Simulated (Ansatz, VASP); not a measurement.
One calculation of NaCl, two programs

INCAR

```
PREC = Accurate
ENCUT = 520
EDIFF = 1E-6
ISMEAR = 0
SIGMA = 0.05
LREAL = False
LASPH = True
NELM = 60
ALGO = Normal
ISIF = 2
LWAVE = False
LCHARG = False
GGA = PE
NBANDS = 14
```

The input KPOINTS:

```
Automatic mesh
0
Gamma
  8 8 8
```

File POSCAR:

```
NaCl
1.0
    0.0000000000      2.6052100000      2.8317500000
    2.6052100000      0.0000000000      2.8317500000
    2.6052100000      2.6052100000      0.0000000000
Na Cl
1 1
Direct
    0.0000000000      0.0000000000      0.0000000000
    0.5000000000      0.5000000000      0.5000000000
```

Input for Ansatz:

```yaml
crystal:
  lattice:
    - [0.0, 2.60521, 2.83175]
    - [2.60521, 0.0, 2.83175]
    - [2.60521, 2.60521, 0.0]
  atoms:
    - { symbol: Na, position: [0.0, 0.0, 0.0] }
    - { symbol: Cl, position: [0.5, 0.5, 0.5] }
basis:
  ecutwfc: 420
kpoints:
  mp_grid: { grid: [8, 8, 8] }
hamiltonian:
  xc: pbe
scf:
  occupations: { method: gaussian, width: 0.05 }
output:
  forces: true
  stress: true
  eigenvalues: true
```

Change from the starting cell: strain -0.080 along x and y, +0.000 along z, atoms carried along.

Alike in both runs: task single point; functional PBE; k mesh 8 × 8 × 8; occupations gaussian, width 0.05 eV; no spin polarisation.

```csv
,VASP,Ansatz
version,VASP 6.6.1,Ansatz 0.2.0
potentials or method,"VASP PAW PBE potentials, release 64 (Na_pv, Cl), cutoff 520 eV","scalar-relativistic, plane waves, PAW"
valence electrons in the cell,14,16
```

VASP gave:

| Property | Result |
| --- | --- |
| gap on the k mesh at the Fermi level (eV) | 5.76 |
| least direct gap on the mesh (eV) | 5.76 |
| pressure (GPa) | 7.3 |
| traceless stress, the component that is largest in VASP (GPa) | -4.60 |

**Question.** Which values does Ansatz return?

**Answer.** gap on the k mesh at the Fermi level (eV): 5.76; least direct gap on the mesh (eV): 5.76; pressure (GPa): 7.3; traceless stress, the component that is largest in VASP (GPa): -4.55.

VASP's potentials hold 14 valence electrons a cell and Ansatz's 16, so a difference there can come from the potentials and not from the codes.
